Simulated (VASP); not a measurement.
CoSi4, 5 atoms in the cell. The structure is cubic, space group Im-3m (No. 229). The conventional cell has a = 5.264 Å, b = 5.264 Å, c = 5.264 Å, α = 90.00°, β = 90.00°, γ = 90.00°. Co (site symmetry m-3m) has 8 Si at 2.28 Å within 3.0 Å. Within 3.0 Å of Si (site symmetry -3m) lie 2 Co at 2.28 Å and 6 Si at 2.63 Å. 

```yaml
Program: VASP 6.6.1
Task: single point
Functional: PBE
Potentials_or_basis: VASP PAW PBE potentials, release 64 (Co, Si)
Cutoff: 520 eV
k_mesh: 6 × 6 × 6
Occupations: gaussian, width 0.1 eV
Spin: collinear spin, ferromagnetic start
Starting_moments: "[3.0, 0.0, 0.0, 0.0, 0.0] μB"
Dipole_correction: no
Further_INCAR_settings: ALGO = Normal; EDIFF = 1e-06; NBANDS = 24
```

Potentials or basis: VASP PAW PBE potentials, release 64 (Co, Si).

Run with:

```console
$ cat potpaw_PBE.64/Co/POTCAR potpaw_PBE.64/Si/POTCAR > POTCAR
$ mpirun -np 1 vasp_std > vasp.out
```

Hardware: 1 thread of Intel(R) Xeon(R) 6975P-C (Granite Rapids) (shared host).

**Question.** How long does it take, and how much memory?

**Answer.** Wall time 25 s on 1 thread of Intel(R) Xeon(R) 6975P-C (Granite Rapids), with other jobs on the host, peak memory 0.25 GiB. Counts: scf iterations 15, k points 16.
